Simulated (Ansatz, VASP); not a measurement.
**One calculation of Hf2Ge3, two programs**

```
Hf Ge
1.0
     4.70213    0.00000    0.00000
    -2.35106    4.07216    0.00000
     0.00000    0.00000    5.56728
Hf Ge
2 3
Direct
  0.33333 0.66667 0.12414
  0.66667 0.33333 0.87586
  0.00000 0.00000 0.00000
  0.33333 0.66667 0.61789
  0.66667 0.33333 0.38211
```

Change from the starting cell: species swapped into the Al3Pd2 type (P-3m1, No. 164).

Alike in both runs: functional PBE; k mesh 12 × 12 × 8; occupations gaussian, width 0.1 eV; no spin polarisation.

Ansatz relaxed the structure, and its values are those at the end. VASP's run is a single point on that final structure, the one shown.

|  | VASP | Ansatz |
| --- | --- | --- |
| version | VASP 6.6.1 | Ansatz 0.2.0 |
| potentials or method | VASP PAW PBE potentials, release 64 (Hf_pv, Ge_d), cutoff 520 eV | scalar-relativistic, plane waves, PAW |
| valence electrons in the cell | 62 | 94 |

```tsv
	VASP	Ansatz	Ansatz less VASP
gap on the k mesh at the Fermi level (eV)	none	none	-
pressure (GPa)	-0.2	0.0	+0.23
rms of the force components (eV/Å)	0.005	0.001	-0.0032
```

A gap of «none» marks a metal or a gap that the smearing closes. VASP's potentials hold 62 valence electrons a cell and Ansatz's 94, so a difference there can come from the potentials and not from the codes.

Spin-orbit coupling is off throughout.
